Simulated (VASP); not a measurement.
# AlFe (Pm-3m) in VASP: single point with r2SCAN

Aim: the single point of AlFe with r2SCAN.

All numbers are computed with VASP 6.6.1; they aren't measurements. Logs are shortened: lines on timing, memory, paths and dates and some standing lists are left out, and cuts for length are marked.

**1. The cell of the first run**

The structure is cubic, space group Pm-3m (No. 221). Conventional cell: a = 2.918 Å, b = 2.918 Å, c = 2.918 Å, α = 90.00°, β = 90.00°, γ = 90.00°. Within 3.3 Å of Al (site symmetry m-3m) lie 8 Fe at 2.53 Å and 6 Al at 2.92 Å. Within 3.3 Å of Fe (site symmetry m-3m) lie 8 Al at 2.53 Å and 6 Fe at 2.92 Å.

**2. Single point, r2SCAN, collinear spin, ferrimagnetic start**

The input, POSCAR:

```
AlFe
1.0
    2.9179583601      0.0000000000      0.0000000000
    0.0000000000      2.9179583601      0.0000000000
    0.0000000000      0.0000000000      2.9179583601
Al Fe
1 1
Direct
    0.0000000000      0.0000000000      0.0000000000
    0.5000000000      0.5000000000      0.5000000000
```

The input, INCAR.step1:

```
PREC = Accurate
ENCUT = 520
ISMEAR = 0
SIGMA = 0.1
LREAL = False
LASPH = True
NELM = 150
ISPIN = 2
MAGMOM = -0.11 2.13
LMAXMIX = 4
NBANDS = 16
GGA = PE
ALGO = Normal
EDIFF = 1E-4
LWAVE = True
LCHARG = False
```

The input, INCAR.step2:

```
PREC = Accurate
ENCUT = 520
EDIFF = 1E-6
ISMEAR = 0
SIGMA = 0.1
LREAL = False
LASPH = True
NELM = 150
ALGO = Normal
ISIF = 2
LWAVE = False
LCHARG = False
ISPIN = 2
MAGMOM = -0.11 2.13
LORBIT = 11
LMAXMIX = 4
METAGGA = R2SCAN
LMIXTAU = True
NBANDS = 16
ISTART = 1
```

The input, KPOINTS:

```
regular mesh
0
Gamma
  12 12 12
```

Potentials or basis: VASP PAW PBE potentials, release 64 (Al, Fe).

Run with:

```bash
cat potpaw_PBE.64/Al/POTCAR potpaw_PBE.64/Fe/POTCAR > POTCAR
cp INCAR.step1 INCAR
mpirun -np 1 vasp_std > vasp.out
cp INCAR.step2 INCAR
mpirun -np 1 vasp_std > vasp.out
```

OUTCAR:

```text
PREC = Accurate
   ENCUT = 520
   EDIFF = 1E-6
   ISMEAR = 0
   LREAL = False
   LASPH = True
   NELM = 150
   ISIF = 2
   ISPIN = 2
   LORBIT = 11
   METAGGA = R2SCAN
   ISTART = 1

 ion  position               nearest neighbor table
   1  0.000  0.000  0.000-   2 2.53   2 2.53   2 2.53   2 2.53   2 2.53   2 2.53   2 2.53   2 2.53

   2  0.500  0.500  0.500-   1 2.53   1 2.53   1 2.53   1 2.53   1 2.53   1 2.53   1 2.53   1 2.53

  LATTYP: Found a simple cubic cell.
 ALAT       =     2.9179583601

  Lattice vectors:

 A1 = (   2.9179583601,   0.0000000000,   0.0000000000)
 A2 = (   0.0000000000,   2.9179583601,   0.0000000000)
 A3 = (   0.0000000000,   0.0000000000,   2.9179583601)

Analysis of symmetry for initial positions (statically):
=====================================================================
 Subroutine PRICEL returns:
 Original cell was already a primitive cell.

 Routine SETGRP: Setting up the symmetry group for a
 simple cubic supercell.

 Subroutine GETGRP returns: Found 48 space group operations
 (whereof 48 operations were pure point group operations)
 out of a pool of 48 trial point group operations.

The static configuration has the point symmetry O_h .

Analysis of symmetry for dynamics (positions and initial velocities):
=====================================================================
 Subroutine PRICEL returns:
 Original cell was already a primitive cell.

 Routine SETGRP: Setting up the symmetry group for a
 simple cubic supercell.

 Subroutine GETGRP returns: Found 48 space group operations
 (whereof 48 operations were pure point group operations)
 out of a pool of 48 trial point group operations.

The dynamic configuration has the point symmetry O_h .

Analysis of structural, dynamic, and magnetic symmetry:
=====================================================================
 Subroutine PRICEL returns:
 Original cell was already a primitive cell.

 Routine SETGRP: Setting up the symmetry group for a
 simple cubic supercell.

 Subroutine GETGRP returns: Found 48 space group operations
 (whereof 48 operations were pure point group operations)
 out of a pool of 48 trial point group operations.

The overall configuration has the point symmetry O_h .

 Subroutine INISYM returns: Found 48 space group operations
 (whereof 48 operations are pure point group operations),
 and found     1 'primitive' translations

----------------------------------------------------------------------------------------

                                     Primitive cell

[... 111 lines left out ...]
  volume/ion in A,a.u.               =      12.42        83.83
  Fermi-wavevector in a.u.,A,eV,Ry     =   1.247747  2.357900 21.182547  1.556873
  Thomas-Fermi vector in A             =   2.381865
   LORBIT       =     11    0 simple, 1 ext, 2 COOP (PROOUT), +10 PAW based schemes
   METAGGA = R2SCAN    functional components
   LHFCALC =     F    Hartree Fock is set to
   AEXX    =    0.0000 exact exchange contribution
   IVDW    =     0    specifies the selected vdW correction
   LEPSILON=     F    determine dielectric tensor
   LRPA    =     F    only Hartree local field effects (RPA)
 spin polarized calculation
 Gauss-broadening in eV      SIGMA  =   0.10
  energy-cutoff  :      520.00
  volume of cell :       24.84
 maximum number of plane-waves:       691
 NGX is ok and might be reduce to    24
   NGX = 11   NGY = 11   NGZ = 11

 number of electron      10.9999996 magnetization       0.8385526

 Free energy of the ion-electron system (eV)
  ---------------------------------------------------
  ext. energy  EPLUGINS =         0.00000000
  ---------------------------------------------------
  free energy    TOTEN  =       -21.30656854 eV

  energy without entropy =      -21.29664468  energy(sigma->0) =      -21.30160661

 E-fermi :   7.6087     XC(G=0): -12.8682

 val. band max:        7.5928909257   @ k =   0.5000   0.4167   0.4167
 cond. band min:       7.6152814000   @ k =   0.5000   0.2500   0.1667
 fundamental gap:      0.0223904743
 Fermi energy:         7.6086721599

 spin component 1

 k-point     1 :       0.0000    0.0000    0.0000
  band No.  band energies     occupation
      1      -3.2026      1.00000
      2       4.9314      1.00000
      3       4.9314      1.00000
      4       6.6247      1.00000
      5       6.6247      1.00000
      6       6.6247      1.00000
[... 435 lines left out ...]
      5       5.9577      1.00000
      6       6.1317      1.00000
[... 8 lines left out ...]
     15      27.4995      0.00000
     16      30.2984      0.00000

 [... further k-points ...]

 spin component 2

 k-point     1 :       0.0000    0.0000    0.0000
  band No.  band energies     occupation
      1      -3.3706      1.00000
      2       5.4997      1.00000
      3       5.4997      1.00000
      4       8.1148      0.00000
      5       8.1148      0.00000
      6       8.1148      0.00000
[... 435 lines left out ...]
      5       7.3033      0.99999
      6       7.5183      0.89943
[... 8 lines left out ...]
     15      27.4830      0.00000
     16      30.5038      0.00000

 [... further k-points ...]
[... 5 lines left out ...]
  --------------------------------------------------------------------------------------
  -------------------------------------------------------------------------------------
  Total       -1.8118584     -1.8118584     -1.8118584      0.0000000     -0.0000000      0.0000000
  in kB     -116.8416158   -116.8416158   -116.8416158      0.0000000     -0.0000000      0.0000000
  external PRESSURE =    -116.8416158 kB  Pullay stress =       0.0000000 kB

 VOLUME and BASIS-vectors are now :
 -----------------------------------------------------------------------------
  energy-cutoff  :      520.00
  volume of cell :       24.84
      direct lattice vectors                 reciprocal lattice vectors
     2.917958360  0.000000000  0.000000000     0.342705370  0.000000000  0.000000000
     0.000000000  2.917958360  0.000000000     0.000000000  0.342705370  0.000000000
     0.000000000  0.000000000  2.917958360     0.000000000  0.000000000  0.342705370

 POSITION                                       TOTAL-FORCE (eV/Angst)
 -----------------------------------------------------------------------------------
      0.00000      0.00000      0.00000         0.000000      0.000000      0.000000
      1.45898      1.45898      1.45898         0.000000      0.000000      0.000000
 -----------------------------------------------------------------------------------
    total drift:                                0.000000     -0.000000     -0.000000

  FREE ENERGIE OF THE ION-ELECTRON SYSTEM (eV)
  ---------------------------------------------------
  free  energy   TOTEN  =       -21.3065685437 eV

  energy  without entropy=      -21.2966446803  energy(sigma->0) =      -21.30160661

 total charge

# of ion       s       p       d       tot
------------------------------------------
    1        0.391   0.429   0.000   0.820
    2        0.422   0.496   6.416   7.335
--------------------------------------------------
tot          0.813   0.925   6.416   8.155

 magnetization (x)

# of ion       s       p       d       tot
------------------------------------------
    1       -0.014  -0.031   0.000  -0.046
    2        0.001   0.008   0.947   0.956
--------------------------------------------------
tot         -0.013  -0.023   0.947   0.911
```

Wall time 3.2 min (1 thread of AMD EPYC 7R43 (Zen 3), shared host); peak memory 0.16 GiB.

What came out:

- Free energy: -21.3066 eV
- Pressure: -11.7 GPa
- Net moment: 0.84 μB per cell
- Site moments: Al -0.05; Fe +0.96 μB
- Valence electrons inside the program's atomic spheres: Al 0.82; Fe 7.33

Caveat: the PAW data sets were made with another functional, which shifts forces and pressure a little.
